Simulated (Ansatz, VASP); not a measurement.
**One calculation of MgO, two programs**

```
Mg O
1.0
     0.00000    2.17770    2.17770
     2.17770    0.00000    2.17770
     2.17770    2.17770    0.00000
Mg O
1 1
Direct
  0.00000 0.00000 0.00000
  0.50000 0.50000 0.50000
```

Alike in both runs: task single point; functional PBEsol; k mesh 9 × 9 × 9; occupations fermi-dirac, width 0.1 eV; no spin polarisation.

|  | VASP | Ansatz |
| --- | --- | --- |
| version | VASP 6.6.1 | Ansatz 0.2.0 |
| potentials or method | VASP PAW PBE potentials, release 64 (Mg, O), cutoff 600 eV | PAW, plane waves, scalar-relativistic |
| valence electrons in the cell | 8 | 16 |

|  | VASP | Ansatz | Ansatz less VASP |
| --- | --- | --- | --- |
| pressure (GPa) | -13.5 | -12.7 | +0.77 |

VASP's potentials were made for PBE, not for PBEsol. VASP's potentials hold 8 valence electrons a cell and Ansatz's 16, so a difference there can come from the potentials and not from the codes.
